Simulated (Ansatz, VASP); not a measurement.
## Pd: VASP beside Ansatz

```
Pd
1.0
     0.00000    1.97040    1.97040
     1.97040    0.00000    1.97040
     1.97040    1.97040    0.00000
Pd
1
Direct
  0.00000 0.00000 0.00000
```

Alike in both runs: task single point; functional PBE; k mesh 4 × 4 × 4; occupations fermi-dirac, width 0.15 eV; non-collinear spin, spin-orbit coupling.

|  | VASP | Ansatz |
| --- | --- | --- |
| version | VASP 6.6.1 | Ansatz 0.2.0 development build |
| potentials or method | VASP PAW PBE potentials, release 64 (Pd_sv_GW) | plane waves, PAW datasets (generated hard set |
| plane-wave cutoff (eV) | 540 | 700 |
| valence electrons in the cell | 18 | 18 |

```tsv
	VASP	Ansatz	Ansatz less VASP
net moment per atom (μB)	0.00	0.00	0.000
```

Ansatz's warnings: stress scf threshold loose.

The k mesh is coarse, so the values compare programs but aren't converged.
